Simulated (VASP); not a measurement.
A run of VASP 6.6.1:

File INCAR:

```
PREC = Accurate ; ENCUT = 520
EDIFF = 1E-8 ; ISMEAR = -1
SIGMA = 0.02 ; LREAL = False
LASPH = True ; NELM = 60
ALGO = Normal ; ISIF = 2
LWAVE = False ; LCHARG = False
LEFG = True ; NBANDS = 11
```

KPOINTS

```
Automatic mesh
0
Gamma
  11 11 11
```

File POSCAR:

```
BN
1.0
    0.0000000000      1.8014548043      1.8014548043
    1.8014548043      0.0000000000      1.8014548043
    1.8014548043      1.8014548043      0.0000000000
B N
1 1
Direct
    0.0000000000      0.0000000000      0.0000000000
    0.7500000000      0.7500000000      0.7500000000
```

Potentials or basis: VASP PAW LDA potentials, release 64 (B, N).

Run with:

```bash
$ cat potpaw_LDA.64/B/POTCAR potpaw_LDA.64/N/POTCAR > POTCAR
$ mpirun -np 1 vasp_std > vasp.out
```

Hardware: 1 thread of Intel(R) Xeon(R) 6975P-C (Granite Rapids), with other jobs on the host.

Task: How long does it take, and how much memory?

Result: Wall time 3.2 s on 1 thread of Intel(R) Xeon(R) 6975P-C (Granite Rapids) (shared host), peak memory 0.11 GiB. Counts: scf iterations 13, k points 56.
